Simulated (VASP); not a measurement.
## HfB2: single point with PBE

HfB2:

```
Hf B
1.0
     3.16080    0.00000    0.00000
    -1.58040    2.73733    0.00000
     0.00000    0.00000    3.50305
Hf B
1 2
Direct
  0.00000 0.00000 0.00000
  0.33333 0.66667 0.50000
  0.66667 0.33333 0.50000
```

- Program: VASP 6.6.1
- Task: single point
- Functional: PBE
- Potentials or basis: VASP PAW PBE potentials, release 64 (Hf_pv, B)
- Cutoff: 520 eV
- k mesh: 11 × 11 × 8
- Occupations: fermi-dirac, width 0.1 eV
- Spin: no spin polarisation
- Dipole correction: no
- Further INCAR settings: ALGO = Normal; EDIFF = 1e-06; NBANDS = 15

| Quantity | Value |
| --- | --- |
| Pressure | -3.9 GPa |
| Band gap on the k mesh | zero (band 8 reaches 8.09 eV, above the bottom of band 9 at 7.02 eV) |

Stress tensor (GPa, compression positive):
```
-4.23  0.00  0.00
 0.00 -4.23  0.00
 0.00  0.00 -3.32
```

Levels at points of the mesh, in eV from the Fermi level:
```csv
k point,band 5,band 6,band 7,band 8,band 9,band 10,band 11,band 12
"(0.00, 0.00, 0.00)",-2.88,-2.78,-2.78,-2.71,4.00,4.00,4.63,4.63
"(0.00, 0.00, 0.50)",-8.21,-1.11,-1.11,0.39,0.39,1.06,1.06,2.25
```

Wall time 15 s on 1 thread of Intel(R) Xeon(R) 6975P-C (Granite Rapids), on a shared host, peak memory 0.17 GiB.

Caveat: spin-orbit coupling is left out, which moves the levels of the heavy elements.
